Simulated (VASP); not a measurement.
# Cd (P6_3/mmc) in VASP: further runs, part 2 of 2

VASP 6.6.1. Earlier steps stand in the parts before.

**3. Single point, PBEsol (strain -0.050 along x and y, +0.050 along z)**

Contents of INCAR:

```
SYSTEM = Cd
PREC = Accurate
ENCUT = 520
EDIFF = 1E-6
ISMEAR = 0
SIGMA = 0.15
LREAL = .FALSE.
LASPH = .TRUE.
NELM = 100
ALGO = Fast
ISIF = 2
LWAVE = .FALSE.
LCHARG = .TRUE.
GGA = PS
LELF = .TRUE.
LVHAR = .TRUE.
NBANDS = 19
```

Contents of KPOINTS:

```
Automatic mesh
0
G
  18 18 8
  0 0 0
```

Contents of POSCAR:

```
Cd
1.0
    2.8299288827      0.0000000000      0.0000000000
   -1.4149644413      2.4507903033      0.0000000000
    0.0000000000      0.0000000000      5.8985325000
Cd
2
Direct
    0.3333333333      0.6666666667      0.2500000000
    0.6666666667      0.3333333333      0.7500000000
```

Potentials or basis: VASP PAW PBE potentials, release 64 (Cd).

The run is started by

```
cat potpaw_PBE.64/Cd/POTCAR > POTCAR
mpirun -np 1 vasp_std > vasp.out
```

OUTCAR:

```text
SYSTEM = Cd
   PREC = Accurate
   ENCUT = 520
   EDIFF = 1E-6
   ISMEAR = 0
   LREAL = .FALSE.
   LASPH = .TRUE.
   NELM = 100
   ISIF = 2
   GGA = PS

 ion  position               nearest neighbor table
   1  0.333  0.667  0.250-   2 3.37   2 3.37   2 3.37   2 3.37   2 3.37   2 3.37
   2  0.667  0.333  0.750-   1 3.37   1 3.37   1 3.37   1 3.37   1 3.37   1 3.37

  LATTYP: Found a hexagonal cell.
 ALAT       =     2.8299288827
 C/A-ratio  =     2.0843394815

  Lattice vectors:

 A1 = (   2.8299288827,   0.0000000000,   0.0000000000)
 A2 = (  -1.4149644413,   2.4507903033,   0.0000000000)
 A3 = (   0.0000000000,   0.0000000000,   5.8985325000)

Analysis of symmetry for initial positions (statically):
=====================================================================
 Subroutine PRICEL returns:
 Original cell was already a primitive cell.

 Routine SETGRP: Setting up the symmetry group for a
 hexagonal supercell.

 Subroutine GETGRP returns: Found 24 space group operations
 (whereof 12 operations were pure point group operations)
 out of a pool of 24 trial point group operations.

The static configuration has the point symmetry D_3d.
 The point group associated with its full space group is D_6h.

Analysis of symmetry for dynamics (positions and initial velocities):
=====================================================================
 Subroutine PRICEL returns:
 Original cell was already a primitive cell.

 Routine SETGRP: Setting up the symmetry group for a
 hexagonal supercell.

 Subroutine GETGRP returns: Found 24 space group operations
 (whereof 12 operations were pure point group operations)
 out of a pool of 24 trial point group operations.

The dynamic configuration has the point symmetry D_3d.
 The point group associated with its full space group is D_6h.

 Subroutine INISYM returns: Found 24 space group operations
 (whereof 12 operations are pure point group operations),
 and found     1 'primitive' translations

----------------------------------------------------------------------------------------

                                     Primitive cell

  volume of cell :      40.9096

  direct lattice vectors                    reciprocal lattice vectors
     2.829928883  0.000000000  0.000000000     0.353365770  0.204015823  0.000000000
    -1.414964441  2.450790303  0.000000000     0.000000000  0.408031645  0.000000000
     0.000000000  0.000000000  5.898532500     0.000000000  0.000000000  0.169533693

  length of vectors
     2.829928883  2.829928883  5.898532500     0.408031645  0.408031645  0.169533693

  position of ions in fractional coordinates (direct lattice)
     0.333333333  0.666666667  0.250000000
     0.666666667  0.333333333  0.750000000

  ion indices of the primitive-cell ions
   primitive index   ion index
                 1           1
                 2           2

----------------------------------------------------------------------------------------

 KPOINTS: Automatic mesh

Automatic generation of k-mesh.
 Grid dimensions read from file:
 generate k-points for:   18   18    8

 Generating k-lattice:

  Cartesian coordinates                     Fractional coordinates (reciprocal lattice)
     0.019631432  0.011334212  0.000000000     0.055555556  0.000000000  0.000000000
     0.000000000  0.022668425  0.000000000     0.000000000  0.055555556  0.000000000
     0.000000000  0.000000000  0.021191712     0.000000000  0.000000000  0.125000000

  Length of vectors
     0.022668425  0.022668425  0.021191712

  Shift w.r.t. Gamma in fractional coordinates (k-lattice)
     0.000000000  0.000000000  0.000000000

 Subroutine IBZKPT returns following result:
 ===========================================

 Found    185 irreducible k-points:

 Following reciprocal coordinates:
            Coordinates               Weight
  0.000000  0.000000  0.000000      1.000000
  0.055556 -0.000000  0.000000      6.000000
  0.111111 -0.000000  0.000000      6.000000
  0.166667  0.000000  0.000000      6.000000
  0.222222 -0.000000  0.000000      6.000000
  0.277778  0.000000  0.000000      6.000000
[... 16 lines left out ...]
  0.333333  0.111111  0.000000     12.000000
  0.388889  0.111111  0.000000     12.000000
 [... further k-points ...]
   k-points           NKPTS =    185   k-points in BZ     NKDIM =    185   number of bands    NBANDS=     19
   number of dos      NEDOS =    301   number of ions     NIONS =      2
   total plane-waves  NPLWV =  27648
   dimension x,y,z NGX =    24 NGY =   24 NGZ =   48
   dimension x,y,z NGXF=    48 NGYF=   48 NGZF=   96
   ions per type =               2
   NGX,Y,Z   is equivalent  to a cutoff of  14.10, 14.10, 13.53 a.u.
   NGXF,Y,Z  is equivalent  to a cutoff of  28.20, 28.20, 27.06 a.u.
 SYSTEM =  Cd
   PREC   = accura    normal or accurate (medium, high low for compatibility)
   ISTART =      0    job   : 0-new  1-cont  2-samecut
   ICHARG =      2    charge: 1-file 2-atom 10-const
   ISPIN  =      1    spin polarized calculation?
   LNONCOLLINEAR =      F non collinear calculations
   LSORBIT =      F    spin-orbit coupling
   LASPH  =      T    aspherical Exc in radial PAW
   ENCUT  =  520.0 eV  38.22 Ry    6.18 a.u.   5.26  5.26 10.97*2*pi/ulx,y,z
   NELM   =    100;   NELMIN=  2; NELMDL= -5     # of ELM steps
   EDIFF  = 0.1E-05   stopping-criterion for ELM
   LREAL  =      F    real-space projection
   EDIFFG = 0.1E-04   stopping-criterion for IOM
   NSW    =      0    number of steps for IOM
   IBRION =     -1    ionic relax: 0-MD 1-quasi-New 2-CG
   NFREE  =      0    steps in history (QN), initial steepest desc. (CG)
   ISIF   =      2    stress and relaxation
   ISYM   =      2    0-nonsym 1-usesym 2-fastsym
   POTIM  = 0.5000    time-step for ionic-motion
   TEBEG  =    0.0;   TEEND  =   0.0 temperature during run
   PSTRESS=    0.0 pullay stress
   NELECT =      24.0000    total number of electrons
   NUPDOWN=      -1.0000    fix difference up-down
   EMIN   =  10.00;   EMAX   =-10.00  energy-range for DOS
   EFERMI =   0.00;   METHOD = LEGACY
   ISMEAR =     0;   SIGMA  =   0.15  broadening in eV -4-tet -1-fermi 0-gaus
   EFERMI_NEDOS =   21; number of points for ismear=-14 and -15
   IALGO  =     68    algorithm
   IMIX   =      4    mixing-type and parameters
     AMIX     =   0.40;   BMIX     =  1.00
     AMIX_MAG =   1.60;   BMIX_MAG =  1.00
  volume/ion in A,a.u.               =      20.45       138.04
  Fermi-wavevector in a.u.,A,eV,Ry     =   1.370472  2.589816 25.554358  1.878192
  Thomas-Fermi vector in A             =   2.496255
   LORBIT       =      0    0 simple, 1 ext, 2 COOP (PROOUT), +10 PAW based schemes
   GGA     = PS    functional components
   LHFCALC =     F    Hartree Fock is set to
   AEXX    =    0.0000 exact exchange contribution
   IVDW    =     0    specifies the selected vdW correction
   LEPSILON=     F    determine dielectric tensor
   LRPA    =     F    only Hartree local field effects (RPA)
 non-spin polarized calculation
 RMM-DIIS sequential band-by-band and
 Gauss-broadening in eV      SIGMA  =   0.15
  energy-cutoff  :      520.00
  volume of cell :       40.91
 maximum number of plane-waves:      1118
 NGX is ok and might be reduce to    24
   NGX = 11   NGY = 11   NGZ = 21

 number of electron      24.0000006 magnetization

 Free energy of the ion-electron system (eV)
  ---------------------------------------------------
  ext. energy  EPLUGINS =         0.00000000
  ---------------------------------------------------
  free energy    TOTEN  =        -2.31508662 eV

  energy without entropy =       -2.30896098  energy(sigma->0) =       -2.31202380

 E-fermi :   3.0622     XC(G=0): -11.4652

 val. band max:        3.0521467922   @ k =   0.3889   0.2222   0.3750
 cond. band min:       3.0982270594   @ k =   0.3889   0.1111   0.0000
 fundamental gap:      0.0460802673
 Fermi energy:         3.0621603781

 k-point     1 :       0.0000    0.0000    0.0000
  band No.  band energies     occupation
      1      -7.1440      2.00000
      2      -7.0006      2.00000
      3      -6.2717      2.00000
      4      -6.2717      2.00000
      5      -6.2379      2.00000
      6      -6.2379      2.00000
[... 11 lines left out ...]
     18      20.4792      0.00000
     19      20.4792      0.00000

 k-point     2 :       0.0556   -0.0000    0.0000
  band No.  band energies     occupation
      1      -7.0964      2.00000
      2      -6.9437      2.00000
      3      -6.2908      2.00000
      4      -6.2555      2.00000
      5      -6.2335      2.00000
      6      -6.2002      2.00000
[... 476 lines left out ...]
 k-point    24 :       0.3889    0.1111    0.0000
  band No.  band energies     occupation
      1      -7.0950      2.00000
      2      -6.9540      2.00000
      3      -6.6490      2.00000
      4      -6.2556      2.00000
      5      -5.8355      2.00000
      6      -5.7602      2.00000
[... 11 lines left out ...]
     18      14.8855      0.00000
     19      15.7847      0.00000

 [... further k-points ...]
[... 5 lines left out ...]
  --------------------------------------------------------------------------------------
  -------------------------------------------------------------------------------------
  Total        2.1354711      2.1354711     -0.0965123      0.0000000      0.0000000     -0.0000000
  in kB       83.6331831     83.6331831     -3.7797875      0.0000000      0.0000000     -0.0000000
  external PRESSURE =      54.4955262 kB  Pullay stress =       0.0000000 kB

 VOLUME and BASIS-vectors are now :
 -----------------------------------------------------------------------------
  energy-cutoff  :      520.00
  volume of cell :       40.91
      direct lattice vectors                 reciprocal lattice vectors
     2.829928883  0.000000000  0.000000000     0.353365770  0.204015823  0.000000000
    -1.414964441  2.450790303  0.000000000     0.000000000  0.408031645  0.000000000
     0.000000000  0.000000000  5.898532500     0.000000000  0.000000000  0.169533693

 POSITION                                       TOTAL-FORCE (eV/Angst)
 -----------------------------------------------------------------------------------
     -0.00000      1.63386      1.47463         0.000000     -0.000000      0.000000
      1.41496      0.81693      4.42390         0.000000      0.000000      0.000000
 -----------------------------------------------------------------------------------
    total drift:                                0.000000     -0.000000      0.000000

  FREE ENERGIE OF THE ION-ELECTRON SYSTEM (eV)
  ---------------------------------------------------
  free  energy   TOTEN  =        -2.3150866222 eV

  energy  without entropy=       -2.3089609796  energy(sigma->0) =       -2.31202380
```

OSZICAR:

```text
N       E                     dE             d eps       ncg     rms          rms(c)
DAV:   1     0.178698521504E+03    0.17870E+03   -0.13207E+04  7046   0.128E+03
DAV:   2     0.151821489502E+01   -0.17718E+03   -0.17077E+03  7264   0.338E+02
DAV:   3    -0.251340352017E+01   -0.40316E+01   -0.40232E+01  8053   0.587E+01
DAV:   4    -0.252075989233E+01   -0.73564E-02   -0.73557E-02  7738   0.234E+00
DAV:   5    -0.252078202149E+01   -0.22129E-04   -0.22129E-04  7709   0.124E-01    0.553E+00
RMM:   6    -0.233310652605E+01    0.18768E+00   -0.40440E-01  7076   0.596E+00    0.411E+00
RMM:   7    -0.231716666879E+01    0.15940E-01   -0.31736E-02  7303   0.131E+00    0.198E+00
RMM:   8    -0.231504149072E+01    0.21252E-02   -0.41414E-03  7601   0.861E-01    0.111E-01
RMM:   9    -0.231507033826E+01   -0.28848E-04   -0.20463E-04  7773   0.146E-01    0.431E-02
RMM:  10    -0.231508959660E+01   -0.19258E-04   -0.76604E-05  7650   0.113E-01    0.270E-02
RMM:  11    -0.231508661216E+01    0.29844E-05   -0.14298E-05  7834   0.358E-02    0.243E-03
RMM:  12    -0.231508662225E+01   -0.10086E-07   -0.38734E-07  4880   0.769E-03
   1 F= -.23150866E+01 E0= -.23120238E+01  d E =-.612564E-02
```

It took 2.5 min on 1 thread of Intel Xeon 8259CL, shared host; peak memory 0.25 GiB.

What came out:

* Free energy: -2.3151 eV
* Pressure: 5.4 GPa
* Band gap on the k mesh: zero (bands 12 and 13 overlap by 5.24 eV)

Caveat: the cell differs from its parent crystal (strain -0.050 along x and y, +0.050 along z); the stress differs along the axes, from -0 to 8 GPa; the PAW data sets were made with another functional, which shifts forces and pressure a little.

**4. Single point, PBEsol (strain +0.000 along x and y, -0.050 along z)**

Contents of INCAR:

```
SYSTEM = Cd
  PREC = Accurate
  ENCUT = 520
  EDIFF = 1E-6
  ISMEAR = 0
  SIGMA = 0.15
  LREAL = .False.
  LASPH = .True.
  NELM = 60
  ALGO = Fast
  ISIF = 2
  LWAVE = .False.
  LCHARG = .False.
  GGA = PS
  NBANDS = 19
```

Contents of KPOINTS:

```
regular mesh
0
Gamma
  18 18 8
  0 0 0
```

Contents of POSCAR:

```
Cd
1.0
    2.9788725081      0.0000000000      0.0000000000
   -1.4894362540      2.5797792666      0.0000000000
    0.0000000000      0.0000000000      5.3367675000
Cd
2
Direct
    0.3333333333      0.6666666667      0.2500000000
    0.6666666667      0.3333333333      0.7500000000
```

The run is started by

```
cat potpaw_PBE.64/Cd/POTCAR > POTCAR
mpirun -np 1 vasp_std > vasp.out
```

It took 1.8 min on 1 thread of Intel Xeon 8259CL, shared host; peak memory 0.24 GiB.

It converged, with:

| Item | Value |
| --- | --- |
| Free energy | -2.3952 eV |
| Pressure | 1.4 GPa |
| Band gap on the k mesh | zero (bands 12 and 13 overlap by 3.74 eV) |

Stress tensor (GPa, compression positive):
```
1.04 0.00 0.00
0.00 1.04 0.00
0.00 0.00 2.16
```

Levels at points of the mesh, in eV from the Fermi level:
| k point | band 8 | band 9 | band 10 | band 11 | band 12 | band 13 | band 14 | band 15 | band 16 | band 17 |
| --- | --- | --- | --- | --- | --- | --- | --- | --- | --- | --- |
| (0.00, 0.00, 0.00) | -8.91 | -8.91 | -8.55 | -8.55 | -3.21 | -2.51 | 12.17 | 14.10 | 14.43 | 14.43 |
| (0.50, 0.00, 0.00) | -8.54 | -8.34 | -8.30 | -2.77 | -2.22 | 2.24 | 2.98 | 3.57 | 5.41 | 7.89 |
| (0.00, 0.00, 0.50) | -8.69 | -8.69 | -8.69 | -7.71 | -7.71 | 4.63 | 4.63 | 14.44 | 14.44 | 15.48 |
| (0.50, 0.00, 0.50) | -8.54 | -8.31 | -8.31 | -1.88 | -1.88 | -0.07 | -0.07 | 8.82 | 8.82 | 9.78 |

Caveat: the cell differs from its parent crystal (strain +0.000 along x and y, -0.050 along z); the PAW data sets were made with another functional, which shifts forces and pressure a little.

**5. Single point, PBEsol (strain -0.025 along x and y, +0.000 along z)**

Contents of INCAR:

```
SYSTEM = Cd
PREC = Accurate
ENCUT = 520
EDIFF = 1E-7
ISMEAR = 0
SIGMA = 0.15
LREAL = .FALSE.
LASPH = .TRUE.
NELM = 80
ALGO = Fast
ISIF = 2
LWAVE = .FALSE.
LCHARG = .FALSE.
GGA = PS
NBANDS = 19
```

Contents of KPOINTS:

```
Automatic mesh
0
G
  18 18 8
  0 0 0
```

Contents of POSCAR:

```
Cd
1.0
    2.9044006954      0.0000000000      0.0000000000
   -1.4522003477      2.5152847850      0.0000000000
    0.0000000000      0.0000000000      5.6176500000
Cd
2
Direct
    0.3333333333      0.6666666667      0.2500000000
    0.6666666667      0.3333333333      0.7500000000
```

The run is started by

```
cat potpaw_PBE.64/Cd/POTCAR > POTCAR
mpirun -np 1 vasp_std > vasp.out
```

Run time: 2.1 min. Hardware: 1 thread of Intel Xeon 8259CL, shared host; peak memory 0.24 GiB.

Results (log left out):

- Free energy: -2.3897 eV
- Pressure: 2.6 GPa
- Band gap on the k mesh: zero (bands 12 and 13 overlap by 4.98 eV)

Stress tensor (GPa, compression positive):
```
3.35 0.00 0.00
0.00 3.35 0.00
0.00 0.00 1.10
```

Levels at points of the mesh, in eV from the Fermi level:
```
           k point  band 10  band 11  band 12  band 13  band 14  band 15
(0.00, 0.00, 0.00)    -8.49    -8.49    -3.42    -3.30    10.15    14.72
(0.50, 0.00, 0.00)    -8.14    -2.45    -1.78     1.93     3.03     3.34
(0.00, 0.00, 0.50)    -8.60    -7.73    -7.73     3.41     3.41    15.22
(0.50, 0.00, 0.50)    -8.15    -1.70    -1.70     0.27     0.27     8.03
```

Caveat: the cell differs from its parent crystal (strain -0.025 along x and y, +0.000 along z); the PAW data sets were made with another functional, which shifts forces and pressure a little.

**6. The runs side by side**

```tsv
cell	further INCAR settings	gap on the mesh (eV)	pressure (GPa)
a = 2.904, b = 2.904, c = 5.477 Å, angles 90.0, 90.0, 120.0°, 2 atoms	ALGO = Fast; EDIFF = 1e-06; NBANDS = 19	none	4.0
a = 2.830, b = 2.830, c = 5.899 Å, angles 90.0, 90.0, 120.0°, 2 atoms	ALGO = Fast; EDIFF = 1e-06; NBANDS = 19	none	5.4
a = 2.979, b = 2.979, c = 5.337 Å, angles 90.0, 90.0, 120.0°, 2 atoms	ALGO = Fast; EDIFF = 1e-06; NBANDS = 19	none	1.4
a = 2.904, b = 2.904, c = 5.618 Å, angles 90.0, 90.0, 120.0°, 2 atoms	ALGO = Fast; EDIFF = 1e-07; NBANDS = 19	none	2.6
```

Alike in all rows: task single point; level PBEsol; potentials or basis VASP PAW PBE potentials, release 64 (Cd); no spin polarisation; k mesh 18 × 18 × 8; cutoff (eV) 520; smearing gaussian 0.15 eV.

Caveats: the PAW data sets were made with another functional, which shifts forces and pressure a little; the cell stands under pressure (at least some runs); the stress differs along the axes, from -0 to 8 GPa (at least some runs).

Absolute energies hang on the potentials; compare differences alone.

The gap in the log of VASP goes by the Fermi energy; the results here count the filled bands.